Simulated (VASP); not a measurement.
Runs of VASP 6.6.1 on CaS3. The structure is that of space group P4/mmm (No. 123), or close to it. The cells are those of the table. 

```tsv
task	cell	k mesh	cutoff (eV)	gap on the mesh (eV)	pressure (GPa)
single point	a = 4.606, b = 4.606, c = 3.549 Å, 4 atoms	10 × 10 × 14	520	none	0.1
single point	a = 5.026, b = 5.026, c = 4.388 Å, 4 atoms	4 × 4 × 4	520	none	(a)
single point	a = 4.623, b = 4.623, c = 3.508 Å, 4 atoms	4 × 4 × 4	520	none	0.2
relaxation of cell and atoms	relaxed from a = 5.026, b = 5.026, c = 4.388 Å, 4 atoms	4 × 4 × 4	600	none	0.1
```

Alike in all rows: level PBE; potentials or basis VASP PAW PBE potentials, release 64 (Ca_sv, S); no spin polarisation; smearing gaussian 0.1 eV.

Q: Fill in the values left out.

A: (a) -10.4.

Caveats: some runs use coarse meshes; the cell stands under tension (at least some runs).

A gap of «none» marks levels without a gap at the run's occupations.
